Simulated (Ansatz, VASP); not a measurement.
One calculation of Rh, two programs

Contents of INCAR:

```
PREC = Accurate ; ENCUT = 520
EDIFF = 1E-6 ; ISMEAR = -1
SIGMA = 0.15 ; LREAL = F
LASPH = T ; NELM = 100
ALGO = Normal ; ISIF = 2
LWAVE = F ; LCHARG = F
GGA = PE ; NBANDS = 14
```

The input KPOINTS:

```
regular mesh
0
Gamma
  20 20 20
```

POSCAR

```
Rh
1.0
    0.0000000000      1.9302459540      1.9302459540
    1.9302459540      0.0000000000      1.9302459540
    1.9302459540      1.9302459540      0.0000000000
Rh
1
Direct
    0.0000000000      0.0000000000      0.0000000000
```

Input for Ansatz:

```yaml
crystal:
  lattice:
    - [0.0, 1.930245954, 1.930245954]
    - [1.930245954, 0.0, 1.930245954]
    - [1.930245954, 1.930245954, 0.0]
  atoms:
    - { symbol: Rh, position: [0.0, 0.0, 0.0] }
basis:
  ecutwfc: 420
kpoints:
  mp_grid: { grid: [20, 20, 20] }
hamiltonian:
  xc: pbe
scf:
  occupations: { method: fermi_dirac, width: 0.15 }
output:
  forces: true
  stress: true
  eigenvalues: true
```

Alike in both runs: task single point; functional PBE; k mesh 20 × 20 × 20; occupations fermi-dirac, width 0.15 eV; no spin polarisation.

```csv
,VASP,Ansatz
version,VASP 6.6.1,Ansatz 0.2.0
potentials or method,"VASP PAW PBE potentials, release 64 (Rh_pv), cutoff 520 eV","scalar-relativistic, plane waves, PAW"
valence electrons in the cell,15,17
```

```csv
,VASP,Ansatz,Ansatz less VASP
gap on the k mesh at the Fermi level (eV),none,none,-
pressure (GPa),-4.7,-4.7,-0.04
```

A gap of «none» marks a metal or a gap that the smearing closes. VASP's potentials hold 15 valence electrons a cell and Ansatz's 17, so a difference there can come from the potentials and not from the codes.
